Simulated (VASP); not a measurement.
# TaN in VASP: further runs

TaN is run at these levels: PBE; tasks: single point.

All numbers are computed with VASP 6.6.1; they aren't measurements. Logs are shortened: lines on timing, memory, paths and dates and some standing lists are left out, and cuts for length are marked.

**1. The cell of the first run**

The cell holds an amorphous packing of atoms, 16 atoms: a = 5.917 Å, b = 5.654 Å, c = 5.524 Å, α = 94.50°, β = 89.17°, γ = 87.23°.

**2. Single point, PBE**

File INCAR:

```
PREC     = Accurate       # precision mode
ENCUT    = 520            # plane-wave cutoff, eV
EDIFF    = 1E-6           # SCF threshold, eV
ISMEAR   = -1             # smearing method
SIGMA    = 0.1379         # smearing width, eV
LREAL    = Auto         
LASPH    = True           # aspherical terms in the spheres
NELM     = 80             # most SCF steps
ALGO     = Normal         # electronic algorithm
ISIF     = 2              # what is computed and relaxed
LWAVE    = False          # write WAVECAR
LCHARG   = True           # write CHGCAR
GGA      = PE             # functional
LELF     = True           # ELF
LVHAR    = True         
NBANDS   = 78             # bands
ISYM     = 0
```

File KPOINTS:

```
Automatic mesh
0
Gamma
  1 1 1
  0.25 0.25 0.25
```

File POSCAR:

```
TaN
1.0
    5.9152850000      0.1408810000      0.0440940000
    0.1408810000      5.6478040000     -0.2198280000
    0.0440940000     -0.2198280000      5.5198490000
Ta N
8 8
Direct
    0.4189025170      0.1932263560      0.1503447786
    0.2471046654      0.2289995137      0.6670930078
    0.6010776103      0.8096003675      0.7476372838
    0.4739458585      0.6706710231      0.2467085786
    0.9477879513      0.3413283290      0.1675164958
    1.0356493728      0.8299391991      0.1642204254
    0.1319739057      0.7075642195      0.6141057790
    0.7354232968      0.2757531941      0.6509778652
   -0.0054536718      0.0840268948      0.4424236856
    0.7832736107      0.5614360958      0.9454955575
    0.8335823106      0.6548935713      0.4105320572
    0.2776020867      0.9234576777      0.8702068241
    0.2294043449      0.5095301602      0.0370980512
    0.7171249179      0.1204829714      0.9600618829
    0.5089180739      1.0195681646      0.4373785219
    0.4531040083      0.5153542088      0.5808282286
```

Potentials or basis: VASP PAW PBE potentials, release 64 (Ta_pv, N).

The run is started by

```sh
> cat potpaw_PBE.64/Ta_pv/POTCAR potpaw_PBE.64/N/POTCAR > POTCAR
> mpirun -np 1 vasp_std > vasp.out
```

OUTCAR:

```text
PREC = Accurate
   ENCUT = 520
   EDIFF = 1E-6
   ISMEAR = -1
   LREAL = Auto
   LASPH = True
   NELM = 80
   ISIF = 2
   GGA = PE
   ISYM = 0

 ion  position               nearest neighbor table
   1  0.419  0.193  0.150-  15 2.00  14 2.05  13 2.20  12 2.28   4 2.75   5 2.87   2 2.89   2 3.00
                             4 3.05   3 3.12   6 3.14   5 3.28   8 3.38   8 3.39
   2  0.247  0.229  0.667-   9 2.11  12 2.13  16 2.15  15 2.22  13 2.48   7 2.80   1 2.89   8 2.91
                             1 3.00   8 3.03   7 3.05   3 3.15   5 3.26   5 3.39
   3  0.601  0.810  0.748-  16 2.08  12 2.08  10 2.11  14 2.18  15 2.22  11 2.38   8 2.88   4 2.94
                             7 2.95   4 3.02   8 3.09   1 3.12   2 3.15   7 3.23   6 3.48
   4  0.474  0.671  0.247-  13 2.07  16 2.11  15 2.18  11 2.32  10 2.48   1 2.75   6 2.76   7 2.83
                             3 2.94   3 3.02   1 3.05   5 3.29   6 3.52   8 3.59
   5  0.948  0.341  0.168-  10 2.04  13 2.10  14 2.17   9 2.20  11 2.21   6 2.84   1 2.87   6 2.91
                             8 2.99   8 3.14   2 3.26   1 3.28   4 3.29   7 3.33   2 3.39
   6  0.036  0.830  0.164-   9 2.02  11 2.13  13 2.16  12 2.26  10 2.45   7 2.69   4 2.76   5 2.84
                             5 2.91   7 3.10   1 3.14   3 3.48   4 3.52
   7  0.132  0.708  0.614-  12 2.02  11 2.13  16 2.14   9 2.50   6 2.69   2 2.80   4 2.83   3 2.95
                             2 3.05   6 3.10   3 3.23   5 3.33   8 3.48
   8  0.735  0.276  0.651-  14 1.98   9 2.11  16 2.16  10 2.23  15 2.29  11 2.69   3 2.88   2 2.91
                             5 2.99   2 3.03   3 3.09   5 3.14   1 3.38   1 3.39   7 3.48   4 3.59
   9  0.995  0.084  0.442-   6 2.02   8 2.11   2 2.11   5 2.20   7 2.50
  10  0.783  0.561  0.945-   5 2.04   3 2.11   8 2.23   6 2.45   4 2.48
  11  0.834  0.655  0.411-   7 2.13   6 2.13   5 2.21   4 2.32   3 2.38   8 2.69
  12  0.278  0.923  0.870-   7 2.02   3 2.08   2 2.13   6 2.26   1 2.28
  13  0.229  0.510  0.037-   4 2.07   5 2.10   6 2.16   1 2.20   2 2.48
  14  0.717  0.120  0.960-   8 1.98   1 2.05   5 2.17   3 2.18
  15  0.509  0.020  0.437-   1 2.00   4 2.18   3 2.22   2 2.22   8 2.29
  16  0.453  0.515  0.581-   3 2.08   4 2.11   7 2.14   2 2.15   8 2.16

IMPORTANT INFORMATION: All symmetrisations will be switched off!
NOSYMM: (Re-)initialisation of all symmetry stuff for point group C_1.

----------------------------------------------------------------------------------------

                                     Primitive cell

  volume of cell :     184.0000

  direct lattice vectors                    reciprocal lattice vectors
     5.915285000  0.140881000  0.044094000     0.169166816 -0.004278993 -0.001521760
     0.140881000  5.647804000 -0.219828000    -0.004278993  0.177443090  0.007100853
     0.044094000 -0.219828000  5.519849000    -0.001521760  0.007100853  0.181459324

  length of vectors
     5.917126699  5.653836028  5.524400566     0.169227767  0.177636658  0.181604582

  position of ions in fractional coordinates (direct lattice)
     0.418902517  0.193226356  0.150344779
     0.247104665  0.228999514  0.667093008
     0.601077610  0.809600368  0.747637284
     0.473945859  0.670671023  0.246708579
     0.947787951  0.341328329  0.167516496
     0.035649373  0.829939199  0.164220425
[... 8 lines left out ...]
     0.508918074  0.019568165  0.437378522
     0.453104008  0.515354209  0.580828229

  ion indices of the primitive-cell ions
   primitive index   ion index
                 1           1
                 2           2
                 3           3
                 4           4
                 5           5
                 6           6
[... 8 lines left out ...]
                15          15
                16          16

----------------------------------------------------------------------------------------

 KPOINTS: Automatic mesh

Automatic generation of k-mesh.
 Grid dimensions read from file:
 generate k-points for:    1    1    1

 Generating k-lattice:

  Cartesian coordinates                     Fractional coordinates (reciprocal lattice)
     0.169166816 -0.004278993 -0.001521760     1.000000000  0.000000000  0.000000000
    -0.004278993  0.177443090  0.007100853     0.000000000  1.000000000  0.000000000
    -0.001521760  0.007100853  0.181459324    -0.000000000 -0.000000000  1.000000000

  Length of vectors
     0.169227767  0.177636658  0.181604582

  Shift w.r.t. Gamma in fractional coordinates (k-lattice)
     0.250000000  0.250000000  0.250000000

 Subroutine IBZKPT returns following result:
 ===========================================

 Found      1 irreducible k-points:

 Following reciprocal coordinates:
            Coordinates               Weight
  0.250000  0.250000  0.250000      2.000000
   k-points           NKPTS =      1   k-points in BZ     NKDIM =      1   number of bands    NBANDS=     78
   number of dos      NEDOS =    301   number of ions     NIONS =     16
   total plane-waves  NPLWV =  84672
   dimension x,y,z NGX =    48 NGY =   42 NGZ =   42
   dimension x,y,z NGXF=    96 NGYF=   84 NGZF=   84
   ions per type =               8   8
   NGX,Y,Z   is equivalent  to a cutoff of  13.49, 12.35, 12.64 a.u.
   NGXF,Y,Z  is equivalent  to a cutoff of  26.97, 24.70, 25.28 a.u.
 SYSTEM =  unknown system
   PREC   = accura    normal or accurate (medium, high low for compatibility)
   ISTART =      0    job   : 0-new  1-cont  2-samecut
   ICHARG =      2    charge: 1-file 2-atom 10-const
   ISPIN  =      1    spin polarized calculation?
   LNONCOLLINEAR =      F non collinear calculations
   LSORBIT =      F    spin-orbit coupling
   LASPH  =      T    aspherical Exc in radial PAW
   ENCUT  =  520.0 eV  38.22 Ry    6.18 a.u.  11.00 10.51 10.27*2*pi/ulx,y,z
   NELM   =     80;   NELMIN=  2; NELMDL= -5     # of ELM steps
   EDIFF  = 0.1E-05   stopping-criterion for ELM
   LREAL  =      T    real-space projection
   EDIFFG = 0.1E-04   stopping-criterion for IOM
   NSW    =      0    number of steps for IOM
   IBRION =     -1    ionic relax: 0-MD 1-quasi-New 2-CG
   NFREE  =      0    steps in history (QN), initial steepest desc. (CG)
   ISIF   =      2    stress and relaxation
   ISYM   =      0    0-nonsym 1-usesym 2-fastsym
   POTIM  = 0.5000    time-step for ionic-motion
   TEBEG  =    0.0;   TEEND  =   0.0 temperature during run
   PSTRESS=    0.0 pullay stress
   NELECT =     128.0000    total number of electrons
   NUPDOWN=      -1.0000    fix difference up-down
   EMIN   =  10.00;   EMAX   =-10.00  energy-range for DOS
   EFERMI =   0.00;   METHOD = LEGACY
   ISMEAR =    -1;   SIGMA  =   0.14  broadening in eV -4-tet -1-fermi 0-gaus
   EFERMI_NEDOS =   21; number of points for ismear=-14 and -15
   IALGO  =     38    algorithm
   IMIX   =      4    mixing-type and parameters
     AMIX     =   0.40;   BMIX     =  1.00
     AMIX_MAG =   1.60;   BMIX_MAG =  1.00
  volume/ion in A,a.u.               =      11.50        77.61
  Fermi-wavevector in a.u.,A,eV,Ry     =   1.450571  2.741181 28.628765  2.104155
  Thomas-Fermi vector in A             =   2.568167
   LORBIT       =      0    0 simple, 1 ext, 2 COOP (PROOUT), +10 PAW based schemes
   GGA     = PE    functional components
   LHFCALC =     F    Hartree Fock is set to
   AEXX    =    0.0000 exact exchange contribution
   IVDW    =     0    specifies the selected vdW correction
   LEPSILON=     F    determine dielectric tensor
   LRPA    =     F    only Hartree local field effects (RPA)
 non-spin polarized calculation
  energy-cutoff  :      520.00
  volume of cell :      184.00
 maximum number of plane-waves:      4947
 NGX is ok and might be reduce to    48
   NGX = 21   NGY = 21   NGZ = 21

 number of electron     128.0000000 magnetization

 Free energy of the ion-electron system (eV)
  ---------------------------------------------------
  ext. energy  EPLUGINS =         0.00000000
  ---------------------------------------------------
  free energy    TOTEN  =      -171.07606864 eV

  energy without entropy =     -170.67844057  energy(sigma->0) =     -170.87725460

 E-fermi :   7.7051     XC(G=0): -12.9097

 val. band max:        7.5987325336   @ k =   0.2500   0.2500   0.2500
 cond. band min:       7.8123498262   @ k =   0.2500   0.2500   0.2500
 fundamental gap:      0.2136172926
 Fermi energy:         7.7050689856

 k-point     1 :       0.2500    0.2500    0.2500
  band No.  band energies     occupation
      1     -28.0849      2.00000
      2     -28.0242      2.00000
      3     -27.9514      2.00000
      4     -27.9248      2.00000
      5     -27.8551      2.00000
      6     -27.8065      2.00000
[... 68 lines left out ...]
     75      10.3673      0.00000
     76      10.5230      0.00000
 [bands above 76 left out]

------------------------ aborting loop because EDIFF is reached ----------------------------------------

  FORCE on cell =-STRESS in cart. coord.  units (eV):
  Direction    XX          YY          ZZ          XY          YZ          ZX
  --------------------------------------------------------------------------------------
  -------------------------------------------------------------------------------------
  Total        4.8982537     13.6455415     16.5907884      5.2583121     -8.1666482     -6.2450561
  in kB       42.6514639    118.8183288    144.4640181     45.7866665    -71.1109554    -54.3787235
  external PRESSURE =     101.9779369 kB  Pullay stress =       0.0000000 kB

 VOLUME and BASIS-vectors are now :
 -----------------------------------------------------------------------------
  energy-cutoff  :      520.00
  volume of cell :      184.00
      direct lattice vectors                 reciprocal lattice vectors
     5.915285000  0.140881000  0.044094000     0.169166816 -0.004278993 -0.001521760
     0.140881000  5.647804000 -0.219828000    -0.004278993  0.177443090  0.007100853
     0.044094000 -0.219828000  5.519849000    -0.001521760  0.007100853  0.181459324

 POSITION                                       TOTAL-FORCE (eV/Angst)
 -----------------------------------------------------------------------------------
      2.51178      1.11727      0.80588         0.720611     -2.159124     -0.674691
      1.52337      1.18151      3.64281        -1.221231      1.666805     -0.327861
      3.70257      4.49279      3.97538         1.688976      0.238164     -1.220990
      2.90889      3.80036      1.23526         3.574763      0.735303      0.906245
      5.66191      2.02446      0.89142        -1.587493      0.523297      0.332207
      0.33504      4.65626      0.72560        -2.483210     -0.583203     -2.846204
[... 8 lines left out ...]
      3.03244      0.08607      2.43240         0.070929     -0.082804      0.864901
      2.77845      2.84677      3.11277        -1.335908     -1.144426      0.706800
 -----------------------------------------------------------------------------------
    total drift:                                0.002468      0.000146      0.002156

  FREE ENERGIE OF THE ION-ELECTRON SYSTEM (eV)
  ---------------------------------------------------
  free  energy   TOTEN  =      -171.0760686382 eV

  energy  without entropy=     -170.6784405687  energy(sigma->0) =     -170.87725460
```

It took 33 s on 1 thread of Intel Xeon 6975P-C (Granite Rapids), shared host; peak memory 0.28 GiB.

What came out:

| Property | Result |
| --- | --- |
| Free energy | -171.0761 eV |
| Pressure | 10.2 GPa |
| Largest force | 3.822 eV/Å |
| Band gap on the k mesh | 0.21 eV |

Forces in eV/Å, atoms in the order of the input:
```
Ta   0.721 -2.159 -0.675
Ta  -1.221  1.667 -0.328
Ta   1.689  0.238 -1.221
Ta   3.575  0.735  0.906
Ta  -1.587  0.523  0.332
Ta  -2.483 -0.583 -2.846
Ta  -2.711 -1.784  1.290
Ta   0.605  1.978  0.106
N    1.154 -0.710  0.567
N   -1.234  2.572 -0.749
N    0.803 -0.271  0.084
N   -0.272  1.609  0.930
N    0.641 -1.290 -0.893
N    1.586 -1.297  0.925
N    0.071 -0.083  0.865
N   -1.336 -1.144  0.707
```

Caveat: the k points lie up to 1.14 Å⁻¹ apart; spin-orbit coupling is left out, which moves the levels of the heavy elements.

**3. Single point, PBE**

File INCAR:

```
ALGO     = Normal         # electronic algorithm
EDIFF    = 1E-6           # SCF threshold, eV
ENCUT    = 520            # plane-wave cutoff, eV
GGA      = PE             # functional
ISIF     = 2              # what is computed and relaxed
ISMEAR   = -1             # smearing method
ISYM     = 0            
LASPH    = True           # aspherical terms in the spheres
LCHARG   = False          # write CHGCAR
LREAL    = Auto         
LWAVE    = False          # write WAVECAR
NBANDS   = 78             # bands
NELM     = 80             # most SCF steps
PREC     = Accurate       # precision mode
SIGMA    = 0.05           # smearing width, eV
```

KPOINTS is that of step 2.

File POSCAR:

```
TaN
1.0
    5.9152850000      0.1408810000      0.0440940000
    0.1408810000      5.6478040000     -0.2198280000
    0.0440940000     -0.2198280000      5.5198490000
Ta N
8 8
Direct
    0.4283750252      0.1749262049      0.1533963899
    0.2438168672      0.2450013175      0.6697444602
    0.6010794743      0.8274592135      0.7546224010
    0.5062983043      0.6634680551      0.2501744410
    0.9414270111      0.3296109627      0.1817934578
    0.0266181487      0.8156803868      0.1386854400
    0.1215446167      0.6979381125      0.6209854565
    0.7396573397      0.2992245179      0.6570504875
    1.0357933135      0.0587521082      0.4446703321
    0.7771126789      0.5696187831      0.9691015373
    0.8415830343      0.6418280418      0.4214660605
    0.2536627007      0.9396122700      0.8635259919
    0.2410764796      0.4769814972      0.0207576081
    0.7643886655      0.0900062582      0.9837397621
    0.5423182166      0.0261837602      0.4608879598
    0.4619724050      0.5262793482      0.5907561466
```

Potentials or basis: VASP PAW PBE potentials, release 64 (Ta_pv, N).

The run is started by

```sh
> cat potpaw_PBE.64/Ta_pv/POTCAR potpaw_PBE.64/N/POTCAR > POTCAR
> mpirun -np 1 vasp_std > vasp.out
```

It took 28 s on 1 thread of Intel Xeon 6975P-C (Granite Rapids), shared host; peak memory 0.28 GiB.

The run converged. Its results:

```yaml
Free_energy: -172.6818 eV
Pressure: 4.2 GPa
Largest_force: 2.609 eV/Å
Band_gap_on_the_k_mesh: 0.39 eV
```

Forces on the atoms (eV/Å):
```
Ta   1.097 -2.087 -1.116
Ta   1.399 -0.392  0.628
Ta   0.547 -0.131 -0.312
Ta   1.557  0.011  1.146
Ta   0.704  0.313  0.437
Ta  -0.045 -0.543  0.568
Ta  -0.874  0.636 -0.879
Ta   0.376 -0.306  0.858
N   -0.327  0.133 -0.879
N   -1.162  1.531 -1.152
N   -0.276  0.300 -0.213
N    0.984  0.988  1.237
N   -0.127  0.263  0.222
N   -0.754  0.115 -0.916
N   -1.254 -0.028 -0.380
N   -1.847 -0.802  0.751
```

Stress tensor (GPa, compression positive):
```
-4.95  3.02 -3.48
 3.02  8.74 -2.56
-3.48 -2.56  8.81
```

Levels at points of the mesh, in eV from the valence-band top:
```
           k point  band 60  band 61  band 62  band 63  band 64  band 65  band 66  band 67  band 68  band 69
(0.25, 0.25, 0.25)    -1.28    -1.16    -0.87    -0.58     0.00     0.39     0.75     1.06     1.38     1.48
```

Caveat: the k points lie up to 1.14 Å⁻¹ apart; spin-orbit coupling is left out, which moves the levels of the heavy elements.

**4. Single point, PBE**

File INCAR:

```
PREC = Accurate
ENCUT = 520
EDIFF = 1E-6
ISMEAR = -1
SIGMA = 0.05
LREAL = Auto
LASPH = T
NELM = 80
ALGO = Normal
ISIF = 2
LWAVE = F
LCHARG = T
GGA = PE
LELF = T
LVHAR = T
ISYM = 0
NBANDS = 78
```

KPOINTS is that of step 3.

File POSCAR:

```
TaN
1.0
    5.9152850000      0.1408810000      0.0440940000
    0.1408810000      5.6478040000     -0.2198280000
    0.0440940000     -0.2198280000      5.5198490000
Ta N
8 8
Direct
    0.4483446092      0.1491244675      0.1452817688
    0.2373888936      0.2532830535      0.6864713656
    0.6142428153      0.8469682991      0.7486720967
    0.5350813258      0.6594694559      0.2752243722
    0.9437389422      0.3283766996      0.1879202073
    0.0281052664      0.7985385989      0.1279181495
    0.1008020198      0.7221658989      0.6227575285
    0.7404024009      0.3296140291      0.6792631627
    1.0362648239      0.0716713939      0.4384064343
    0.7506014858      0.5904780571      0.9812026721
    0.8346399138      0.6500845124      0.4277108243
    0.2684086216      0.9359323972      0.8888831809
    0.2461985078      0.4567575698      0.0733024085
    0.7692302325      0.0958072064      0.9943876488
    0.5006983141      0.0238408414      0.4781614666
    0.4308135620      0.5321736864      0.6122564918
```

The run is started by

```sh
> cat potpaw_PBE.64/Ta_pv/POTCAR potpaw_PBE.64/N/POTCAR > POTCAR
> mpirun -np 1 vasp_std > vasp.out
```

Run time: 37 s. Hardware: 1 thread of Intel Xeon 6975P-C (Granite Rapids), shared host; peak memory 0.27 GiB.

It converged, with:

```yaml
Free_energy: -172.7807 eV
Pressure: 9.0 GPa
Largest_force: 2.743 eV/Å
Band_gap_on_the_k_mesh: 0.76 eV
```

Forces in eV/Å, atoms in the order of the input:
```
Ta  -0.490  0.078  1.833
Ta   1.067 -0.374  0.809
Ta  -1.046 -1.039  1.515
Ta  -2.553 -0.192 -0.986
Ta   0.125 -0.391  1.236
Ta   0.455  0.616  1.034
Ta   1.601  1.477 -1.059
Ta  -0.779 -1.742 -0.201
N   -0.249 -0.341 -0.696
N    0.983 -0.699 -0.439
N    0.334  0.283  0.595
N    0.030  0.670  0.057
N    0.541  0.848 -0.122
N   -0.886 -0.565 -1.677
N    0.611  1.371 -1.765
N    0.255  0.000 -0.134
```

Stress tensor (GPa, compression positive):
```
 1.57  3.51 -1.51
 3.51  9.45 -3.73
-1.51 -3.73 16.05
```

Levels at points of the mesh, in eV from the valence-band top:
| k point | band 61 | band 62 | band 63 | band 64 | band 65 | band 66 | band 67 | band 68 |
| --- | --- | --- | --- | --- | --- | --- | --- | --- |
| (0.25, 0.25, 0.25) | -0.96 | -0.71 | -0.41 | 0.00 | 0.76 | 0.91 | 1.14 | 1.38 |

Caveat: the k points lie up to 1.14 Å⁻¹ apart; spin-orbit coupling is left out, which moves the levels of the heavy elements.

(Part 1 of 2 ends here.)
